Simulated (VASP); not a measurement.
# Li2MgSiTe4 (I-4) in VASP: further runs

Li2MgSiTe4 is run at these levels: PBE; tasks: single point.

Program: VASP 6.6.1. These are calculated values, not measurements. Logs are shortened: lines on timing, memory, paths and dates and some standing lists are left out, and cuts for length are marked.

## 1. The cell of the first run

The structure is tetragonal, space group I-4 (No. 82). Conventional cell: a = 6.317 Å, b = 6.317 Å, c = 11.793 Å, α = 90.00°, β = 90.00°, γ = 90.00°. Within 3.7 Å of Li (site symmetry -4) lie 4 Te at 2.80 Å. Within 3.5 Å of Li (site symmetry -4) lie 4 Te at 2.68 Å. Mg (site symmetry -4) has 4 Te at 2.75 Å within 3.6 Å. Si (site symmetry -4) has 4 Te at 2.49 Å within 3.3 Å. Te (site symmetry 1) has 1 Si at 2.49 Å and 2 Li at 2.68 to 2.80 Å and 1 Mg at 2.75 Å within 3.3 Å.

## 2. Single point, PBE (29.41 Å³/atom)

Contents of INCAR:

```
SYSTEM = Li2MgSiTe4
PREC = Accurate
ENCUT = 520
EDIFF = 1E-7
ISMEAR = 0
SIGMA = 0.01
LREAL = .False.
LASPH = .True.
NELM = 80
ALGO = Normal
ISIF = 2
LWAVE = .False.
LCHARG = .False.
GGA = PE
NBANDS = 28
```

Contents of KPOINTS:

```
Automatic mesh
0
Gamma
  6 6 6
  0 0 0
```

Contents of POSCAR:

```
Li2MgSiTe4
1.0
   -3.1584082643      3.1584082643      5.8964897472
    3.1584082643     -3.1584082643      5.8964897472
    3.1584082643      3.1584082643     -5.8964897472
Li Mg Si Te
2 1 1 4
Direct
    0.0000000000      0.0000000000      0.0000000000
    0.7500000000      0.2500000000      0.5000000000
    0.2500000000      0.7500000000      0.5000000000
    0.5000000000      0.5000000000      0.0000000000
    0.1458469660      0.6050877122      0.9908999267
    0.3949122878      0.3858122145      0.5407592538
    0.6141877855      0.1549470393      0.0091000733
    0.8450529607      0.8541530340      0.4592407462
```

Potentials or basis: VASP PAW PBE potentials, release 64 (Li_sv, Mg, Si, Te).

On the command line:

```console
cat potpaw_PBE.64/Li_sv/POTCAR potpaw_PBE.64/Mg/POTCAR potpaw_PBE.64/Si/POTCAR potpaw_PBE.64/Te/POTCAR > POTCAR
mpirun -np 1 vasp_std > vasp.out
```

OUTCAR:

```text
SYSTEM = Li2MgSiTe4
   PREC = Accurate
   ENCUT = 520
   EDIFF = 1E-7
   ISMEAR = 0
   LREAL = .False.
   LASPH = .True.
   NELM = 80
   ISIF = 2
   GGA = PE

 ion  position               nearest neighbor table
   1  0.000  0.000  0.000-   7 2.80   5 2.80   6 2.80   8 2.80
   2  0.750  0.250  0.500-   5 2.68   6 2.68   7 2.68   8 2.68
   3  0.250  0.750  0.500-   7 2.75   6 2.75   8 2.75   5 2.75
   4  0.500  0.500  0.000-   5 2.49   6 2.49   7 2.49   8 2.49
   5  0.146  0.605  0.991-   4 2.49   2 2.68   3 2.75   1 2.80
   6  0.395  0.386  0.541-   4 2.49   2 2.68   3 2.75   1 2.80
   7  0.614  0.155  0.009-   4 2.49   2 2.68   3 2.75   1 2.80
   8  0.845  0.854  0.459-   4 2.49   2 2.68   3 2.75   1 2.80

  LATTYP: Found a body centered tetragonal cell.
 ALAT       =     6.3168165286
 C/A-ratio  =     1.8669181606

  Lattice vectors:

 A1 = (  -3.1584082643,   3.1584082643,   5.8964897472)
 A2 = (   3.1584082643,  -3.1584082643,   5.8964897472)
 A3 = (   3.1584082643,   3.1584082643,  -5.8964897472)

Analysis of symmetry for initial positions (statically):
=====================================================================
 Subroutine PRICEL returns:
 Original cell was already a primitive cell.

 Routine SETGRP: Setting up the symmetry group for a
 body centered tetragonal supercell.

 Subroutine GETGRP returns: Found  4 space group operations
 (whereof  4 operations were pure point group operations)
 out of a pool of 16 trial point group operations.

The static configuration has the point symmetry S_4 .

Analysis of symmetry for dynamics (positions and initial velocities):
=====================================================================
 Subroutine PRICEL returns:
 Original cell was already a primitive cell.

 Routine SETGRP: Setting up the symmetry group for a
 body centered tetragonal supercell.

 Subroutine GETGRP returns: Found  4 space group operations
 (whereof  4 operations were pure point group operations)
 out of a pool of 16 trial point group operations.

The dynamic configuration has the point symmetry S_4 .

 Subroutine INISYM returns: Found  4 space group operations
 (whereof  4 operations are pure point group operations),
 and found     1 'primitive' translations

----------------------------------------------------------------------------------------

                                     Primitive cell

  volume of cell :     235.2827
[... 106 lines left out ...]
   NFREE  =      0    steps in history (QN), initial steepest desc. (CG)
   ISIF   =      2    stress and relaxation
   ISYM   =      2    0-nonsym 1-usesym 2-fastsym
   POTIM  = 0.5000    time-step for ionic-motion
   TEBEG  =    0.0;   TEEND  =   0.0 temperature during run
   PSTRESS=    0.0 pullay stress
   NELECT =      36.0000    total number of electrons
   NUPDOWN=      -1.0000    fix difference up-down
   EMIN   =  10.00;   EMAX   =-10.00  energy-range for DOS
   EFERMI =   0.00;   METHOD = LEGACY
   ISMEAR =     0;   SIGMA  =   0.01  broadening in eV -4-tet -1-fermi 0-gaus
   EFERMI_NEDOS =   21; number of points for ismear=-14 and -15
   IALGO  =     38    algorithm
   IMIX   =      4    mixing-type and parameters
     AMIX     =   0.40;   BMIX     =  1.00
     AMIX_MAG =   1.60;   BMIX_MAG =  1.00
  volume/ion in A,a.u.               =      29.41       198.47
  Fermi-wavevector in a.u.,A,eV,Ry     =   0.875613  1.654669 10.431566  0.766698
  Thomas-Fermi vector in A             =   1.995308
   LORBIT       =      0    0 simple, 1 ext, 2 COOP (PROOUT), +10 PAW based schemes
   GGA     = PE    functional components
   LHFCALC =     F    Hartree Fock is set to
   AEXX    =    0.0000 exact exchange contribution
   IVDW    =     0    specifies the selected vdW correction
   LEPSILON=     F    determine dielectric tensor
   LRPA    =     F    only Hartree local field effects (RPA)
 non-spin polarized calculation
 Gauss-broadening in eV      SIGMA  =   0.01
  energy-cutoff  :      520.00
  volume of cell :      235.28
 maximum number of plane-waves:      6356
   NGX = 27   NGY = 27   NGZ = 27

 number of electron      36.0000010 magnetization

 Free energy of the ion-electron system (eV)
  ---------------------------------------------------
  ext. energy  EPLUGINS =         0.00000000
  ---------------------------------------------------
  free energy    TOTEN  =       -28.23831303 eV

  energy without entropy =      -28.23831303  energy(sigma->0) =      -28.23831303

 E-fermi :   2.9223     XC(G=0):  -8.1132

 val. band max:        2.8142376195   @ k =   0.0000   0.0000   0.0000
 cond. band min:       4.6895010981   @ k =   0.5000   0.5000   0.5000
 fundamental gap:      1.8752634786
 Fermi energy:         2.9222621538

 k-point     1 :       0.0000    0.0000    0.0000
  band No.  band energies     occupation
      1     -42.5977      2.00000
      2     -42.1595      2.00000
      3      -8.7135      2.00000
      4      -7.0818      2.00000
      5      -7.0818      2.00000
      6      -7.0014      2.00000
[... 733 lines left out ...]
     27       8.8176      0.00000
     28       9.1239      0.00000

 [... further k-points ...]

------------------------ aborting loop because EDIFF is reached ----------------------------------------

  FORCE on cell =-STRESS in cart. coord.  units (eV):
  Direction    XX          YY          ZZ          XY          YZ          ZX
  --------------------------------------------------------------------------------------
  -------------------------------------------------------------------------------------
  Total        3.7011358      3.7011358      3.4486384      0.0000002      0.0000000      0.0000000
  in kB       25.2031906     25.2031906     23.4837890      0.0000016      0.0000000      0.0000000
  external PRESSURE =      24.6300567 kB  Pullay stress =       0.0000000 kB

 VOLUME and BASIS-vectors are now :
 -----------------------------------------------------------------------------
  energy-cutoff  :      520.00
  volume of cell :      235.28
      direct lattice vectors                 reciprocal lattice vectors
    -3.158408264  3.158408264  5.896489747     0.000000000  0.158307590  0.084796213
     3.158408264 -3.158408264  5.896489747     0.158307590  0.000000000  0.084796213
     3.158408264  3.158408264 -5.896489747     0.158307590  0.158307590  0.000000000

 POSITION                                       TOTAL-FORCE (eV/Angst)
 -----------------------------------------------------------------------------------
      0.00000      0.00000      0.00000        -0.000000      0.000000     -0.000000
      0.00000      3.15841      2.94824         0.000000      0.000000     -0.000000
      3.15841      0.00000      2.94824        -0.000000      0.000000     -0.000000
      0.00000      0.00000      5.89649        -0.000000      0.000000      0.000000
      4.58014      1.67920     -1.41495         0.136129     -0.299060     -0.132528
      1.67920      1.73668      1.41495        -0.299060     -0.136129      0.132528
     -1.42173      1.47921      4.48154        -0.136129      0.299060     -0.132528
      1.47921      1.42173      7.31144         0.299060      0.136129      0.132528
 -----------------------------------------------------------------------------------
    total drift:                               -0.000002     -0.000002     -0.000003

  FREE ENERGIE OF THE ION-ELECTRON SYSTEM (eV)
  ---------------------------------------------------
  free  energy   TOTEN  =       -28.2383130265 eV

  energy  without entropy=      -28.2383130265  energy(sigma->0) =      -28.23831303
```

OSZICAR:

```text
N       E                     dE             d eps       ncg     rms          rms(c)
DAV:   1     0.171351486176E+03    0.17135E+03   -0.12466E+04  2016   0.108E+03
DAV:   2    -0.101126242609E+02   -0.18146E+03   -0.17388E+03  2564   0.198E+02
DAV:   3    -0.272212866470E+02   -0.17109E+02   -0.17023E+02  3120   0.540E+01
DAV:   4    -0.286656182909E+02   -0.14443E+01   -0.14340E+01  3512   0.148E+01
DAV:   5    -0.287631990352E+02   -0.97581E-01   -0.97570E-01  2960   0.295E+00    0.839E+00
DAV:   6    -0.283212975394E+02    0.44190E+00   -0.52465E-01  2416   0.294E+00    0.608E+00
DAV:   7    -0.282325993890E+02    0.88698E-01   -0.55727E-01  2584   0.273E+00    0.147E+00
DAV:   8    -0.282345339531E+02   -0.19346E-02   -0.52133E-02  2396   0.979E-01    0.775E-01
DAV:   9    -0.282370904666E+02   -0.25565E-02   -0.62436E-03  2648   0.329E-01    0.222E-01
DAV:  10    -0.282379132147E+02   -0.82275E-03   -0.11672E-03  2504   0.143E-01    0.892E-02
DAV:  11    -0.282382353765E+02   -0.32216E-03   -0.28589E-04  2452   0.721E-02    0.341E-02
DAV:  12    -0.282383093516E+02   -0.73975E-04   -0.82417E-05  2364   0.378E-02    0.255E-02
DAV:  13    -0.282383125402E+02   -0.31886E-05   -0.57871E-06  2592   0.103E-02    0.528E-03
DAV:  14    -0.282383126043E+02   -0.64046E-07   -0.18453E-06  2340   0.561E-03    0.393E-03
DAV:  15    -0.282383128672E+02   -0.26289E-06   -0.76036E-08  2176   0.129E-03    0.149E-03
DAV:  16    -0.282383130058E+02   -0.13868E-06   -0.25467E-08  1428   0.800E-04    0.592E-04
DAV:  17    -0.282383130265E+02   -0.20611E-07   -0.75590E-09  1364   0.421E-04
   1 F= -.28238313E+02 E0= -.28238313E+02  d E =-.546821E-55
```

stdout:

```text
POSCAR found type information on POSCAR LiMgSiTe
 POSCAR found :  4 types and       8 ions
 scaLAPACK will be used
 LDA part: xc-table for (Slater+PW92), standard interpolation
 POSCAR, INCAR and KPOINTS ok, starting setup
 FFT: planning ... GRIDC
 FFT: planning ... GRID_SOFT
 FFT: planning ... GRID
 WAVECAR not read
 entering main loop
```

Run time: 11 min. Hardware: 1 thread of Oxide Virtual Turin-like, shared host; peak memory 0.55 GiB.

Results:

- Free energy: -28.2383 eV
- Largest force: 0.354 eV/Å
- Band gap on the k mesh: 1.88 eV (least direct gap 1.96 eV)

Forces in eV/Å, atoms in the order of the input:
```
Li   0.000  0.000  0.000
Li   0.000  0.000  0.000
Mg   0.000  0.000  0.000
Si   0.000  0.000  0.000
Te   0.136 -0.299 -0.133
Te  -0.299 -0.136  0.133
Te  -0.136  0.299 -0.133
Te   0.299  0.136  0.133
```

Levels at points of the mesh, in eV from the valence-band top:
```tsv
k point	band 16	band 17	band 18	band 19	band 20	band 21
(0.00, 0.00, 0.00)	-0.11	-0.11	0.00	2.26	2.34	3.75
(0.50, 0.00, 0.00)	-0.69	-0.64	-0.26	2.67	3.43	3.65
(0.50, 0.50, 0.00)	-0.64	-0.30	-0.06	1.89	3.48	3.48
(0.50, 0.50, 0.50)	-0.87	-0.63	-0.63	1.88	2.73	2.73
```

Caveat: the cutoff is under 1.25 times the usual one of these potentials, so pressure, stress and relaxed cells hold a basis-set (Pulay) error; spin-orbit coupling is left out, which moves the levels of the heavy elements. A k mesh can miss the band edges.

## 3. Single point, PBE (30.35 Å³/atom)

This run uses another cell than the first one, of 30.35 Å³/atom.

Changes to INCAR since step 2:

```diff
@@ -3,3 +3,3 @@
 ENCUT = 520
-EDIFF = 1E-7
+EDIFF = 1E-6
 ISMEAR = 0
@@ -8,3 +8,3 @@
 LASPH = .True.
-NELM = 80
+NELM = 60
 ALGO = Normal
```

Contents of KPOINTS:

```
regular mesh
0
Gamma
  6 6 6
  0 0 0
```

Changes to POSCAR since step 2:

```diff
@@ -2,5 +2,5 @@
 1.0
-   -3.1584082643      3.1584082643      5.8964897472
-    3.1584082643     -3.1584082643      5.8964897472
-    3.1584082643      3.1584082643     -5.8964897472
+   -3.1916571105      3.1916571105      5.9585626219
+    3.1916571105     -3.1916571105      5.9585626219
+    3.1916571105      3.1916571105     -5.9585626219
 Li Mg Si Te
```

Potentials or basis: VASP PAW PBE potentials, release 64 (Li_sv, Mg, Si, Te).

On the command line:

```console
cat potpaw_PBE.64/Li_sv/POTCAR potpaw_PBE.64/Mg/POTCAR potpaw_PBE.64/Si/POTCAR potpaw_PBE.64/Te/POTCAR > POTCAR
mpirun -np 1 vasp_std > vasp.out
```

Run time: 7.7 min. Hardware: 1 thread of Oxide Virtual Turin-like, shared host; peak memory 0.54 GiB.

Results (log left out):

| Quantity | Value |
| --- | --- |
| Free energy | -28.3233 eV |
| Largest force | 0.171 eV/Å |
| Band gap on the k mesh | 1.82 eV (least direct gap 1.88 eV) |

Forces in eV/Å, atoms in the order of the input:
```
Li   0.000  0.000  0.000
Li   0.000  0.000  0.000
Mg   0.000  0.000  0.000
Si   0.000  0.000  0.000
Te   0.067 -0.143 -0.066
Te  -0.143 -0.067  0.066
Te  -0.067  0.143 -0.066
Te   0.143  0.067  0.066
```

Levels at points of the mesh, in eV from the valence-band top:
| k point | band 16 | band 17 | band 18 | band 19 | band 20 | band 21 |
| --- | --- | --- | --- | --- | --- | --- |
| (0.00, 0.00, 0.00) | -0.11 | -0.11 | 0.00 | 2.20 | 2.31 | 3.68 |
| (0.50, 0.00, 0.00) | -0.66 | -0.61 | -0.24 | 2.56 | 3.41 | 3.57 |
| (0.50, 0.50, 0.00) | -0.62 | -0.28 | -0.06 | 1.82 | 3.39 | 3.43 |
| (0.50, 0.50, 0.50) | -0.83 | -0.60 | -0.60 | 1.84 | 2.76 | 2.76 |

Caveat: the cutoff is under 1.25 times the usual one of these potentials, so pressure, stress and relaxed cells hold a basis-set (Pulay) error; spin-orbit coupling is left out, which moves the levels of the heavy elements. A k mesh can miss the band edges.

(Continued in part 2 of 2.)
